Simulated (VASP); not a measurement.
KBr: single point with PBEsol

The system is KBr.

```xyz
2
Lattice="3.2745 3.2745 0.0000 -3.2745 3.2745 0.0000 0.0000 3.2745 3.2745" Properties=species:S:1:pos:R:3 pbc="T T T"
K     0.0000    0.0000    0.0000
Br    0.0000    3.2745    0.0000
```

| Item | Value |
| --- | --- |
| Program | VASP 6.6.1 |
| Task | single point |
| Functional | PBEsol |
| Potentials or basis | VASP PAW PBE potentials, release 64 (K_sv, Br) |
| Cutoff | 520 eV |
| k mesh | 10 × 10 × 10 |
| Occupations | fermi-dirac, width 0.05 eV |
| Spin | no spin polarisation |

- Pressure: 0.1 GPa
- Band gap on the k mesh: 4.34 eV, direct

Levels at points of the mesh, in eV from the valence-band top:
```tsv
k point	band 5	band 6	band 7	band 8	band 9	band 10	band 11	band 12
(0.00, 0.00, 0.00)	-11.11	0.00	0.00	0.00	4.34	7.53	7.53	7.53
(0.50, 0.00, 0.00)	-10.86	-1.26	-0.36	-0.36	6.48	8.21	9.78	9.78
(0.50, 0.50, 0.00)	-11.15	-0.86	-0.30	-0.30	5.71	7.17	9.37	9.47
```

It took 29 s on 1 thread of Intel(R) Xeon(R) Platinum 8488C (Sapphire Rapids) (shared host), peak memory 0.22 GiB.

Caveat: the PAW data sets were made with another functional, which shifts forces and pressure a little. A k mesh can miss the band edges.
